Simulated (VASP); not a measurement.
Write the native input for VASP 6.6.1 that does the following.

| Property | Result |
| --- | --- |
| Task | single point |
| Functional | PBE |
| Potentials or basis | VASP PAW PBE potentials, release 64 (B) |
| Cutoff | 520 eV |
| k mesh | 12 × 12 × 5 |
| Occupations | fermi-dirac, width 0.05 eV |
| Spin | no spin polarisation |
| Dipole correction | no |
| Further INCAR settings | ALGO = Normal; EDIFF = 1e-06; NBANDS = 8 |

The structure of B lies in POSCAR:

```
B
1.0
    1.7024000000      0.0000000000      0.0000000000
   -0.8512000000      1.4744000000      0.0000000000
    0.0000000000      0.0000000000      3.6354000000
B
1
Direct
    0.0000000000      0.0000000000      0.0000000000
```

One way to write it, as run:

INCAR

```
ALGO = Normal
EDIFF = 1E-6
ENCUT = 520
GGA = PE
ISIF = 2
ISMEAR = -1
LASPH = T
LCHARG = T
LELF = T
LREAL = F
LVHAR = T
LWAVE = F
NBANDS = 8
NELM = 100
PREC = Accurate
SIGMA = 0.05
```

KPOINTS

```
k-points
0
Gamma
  12 12 5
```

Potentials or basis: VASP PAW PBE potentials, release 64 (B).

The run is started by

```bash
$ cat potpaw_PBE.64/B/POTCAR > POTCAR
$ mpirun -np 1 vasp_std > vasp.out
```

It gave:

| Item | Value |
| --- | --- |
| Pressure | 5.3 GPa |

Wall time 8.3 s on 1 thread of Intel Xeon 6975P-C (shared host), peak memory 0.11 GiB.
